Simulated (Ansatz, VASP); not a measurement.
# One calculation of CdInS2, two programs

```
Cd In S
1.0
     4.08638    0.00000    0.00000
    -2.04319    3.53891    0.00000
     0.00000    0.00000    6.11160
Cd In S
1 1 2
Direct
  0.00000 0.00000 0.00000
  0.00000 0.00000 0.50000
  0.66667 0.33333 0.73341
  0.33333 0.66667 0.26659
```

Alike in both runs: task single point; functional PBE; k mesh 12 × 12 × 6; occupations gaussian, width 0.15 eV; no spin polarisation.

|  | VASP | Ansatz |
| --- | --- | --- |
| version | VASP 6.6.1 | Ansatz 0.2.0 |
| potentials or method | VASP PAW PBE potentials, release 64 (Cd, In_d, S), cutoff 520 eV | scalar-relativistic, plane waves, PAW |
| valence electrons in the cell | 37 | 45 |

Ansatz gave:

| Property | Result |
| --- | --- |
| gap on the k mesh at the Fermi level (eV) | none |
| pressure (GPa) | 2.1 |
| traceless stress, the component that is largest in VASP (GPa) | 7.38 |
| rms of the force components (eV/Å) | 0.304 |

Question: Which values does VASP return?

Answer: gap on the k mesh at the Fermi level (eV): none; pressure (GPa): 2.2; traceless stress, the component that is largest in VASP (GPa): 7.41; rms of the force components (eV/Å): 0.296.

Atom by atom the forces differ by 0.009 eV/Å (rms over components). A gap of «none» marks a metal or a gap that the smearing closes. The functional is the same, so the differences come from potentials, cutoffs and numerics. VASP's potentials hold 37 valence electrons a cell and Ansatz's 45, so a difference there can come from the potentials and not from the codes.
